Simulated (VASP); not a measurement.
**In: single point with PBE**

In:

```
In
1.0
    -1.57761    1.57761    2.09452
     1.57761   -1.57761    2.09452
     1.57761    1.57761   -2.09452
In
1
Cartesian
  0.0000 0.0000 0.0000
```

- Program: VASP 6.6.1
- Task: single point
- Functional: PBE
- Potentials or basis: VASP PAW PBE potentials, release 64 (In_d)
- Cutoff: 520 eV
- k mesh: 10 × 10 × 10
- Occupations: fermi-dirac, width 0.0624 eV
- Spin: collinear spin, zero start
- Starting moments: [0.0] μB

```
Pressure                                              : 20.0 GPa
Net moment                                            : 0.00 μB per cell
Valence electrons inside the program's atomic spheres : In 11.52
```

Levels at points of the mesh, in eV from the Fermi level:
Spin up:
```csv
k point,band 3,band 4,band 5,band 6,band 7,band 8,band 9,band 10
"(0.00, 0.00, 0.00)",-15.01,-14.87,-14.72,-11.41,11.82,12.51,12.61,12.61
"(0.50, 0.00, 0.00)",-15.03,-14.55,-14.49,-4.59,-4.51,9.30,10.03,11.84
"(0.00, 0.50, 0.00)",-15.03,-14.55,-14.49,-4.59,-4.51,9.30,10.03,11.84
"(0.00, 0.50, 0.50)",-15.03,-14.55,-14.49,-4.59,-4.51,9.30,10.03,11.84
"(0.50, 0.00, 0.50)",-15.03,-14.55,-14.49,-4.59,-4.51,9.30,10.03,11.84
"(0.50, 0.50, 0.00)",-14.54,-14.51,-14.41,-3.40,-2.15,4.66,4.95,8.81
"(0.00, 0.00, 0.50)",-14.54,-14.51,-14.41,-3.40,-2.15,4.66,4.95,8.81
"(0.50, 0.50, 0.50)",-14.54,-14.44,-14.44,-2.56,-0.76,3.75,3.75,7.88
```
Spin down:
```csv
k point,band 4,band 5,band 6,band 7,band 8,band 9
"(0.00, 0.00, 0.00)",-14.87,-14.72,-11.41,11.82,12.51,12.61
"(0.50, 0.00, 0.00)",-14.55,-14.49,-4.59,-4.51,9.30,10.03
"(0.00, 0.50, 0.00)",-14.55,-14.49,-4.59,-4.51,9.30,10.03
"(0.00, 0.50, 0.50)",-14.55,-14.49,-4.59,-4.51,9.30,10.03
"(0.50, 0.00, 0.50)",-14.55,-14.49,-4.59,-4.51,9.30,10.03
"(0.50, 0.50, 0.00)",-14.51,-14.41,-3.40,-2.15,4.66,4.95
"(0.00, 0.00, 0.50)",-14.51,-14.41,-3.40,-2.15,4.66,4.95
"(0.50, 0.50, 0.50)",-14.44,-14.44,-2.56,-0.76,3.75,3.75
```

It took 12 min on 1 thread of AMD EPYC 7R13 (shared host), peak memory 0.31 GiB.

Caveat: spin-orbit coupling is left out, which moves the levels of the heavy elements.
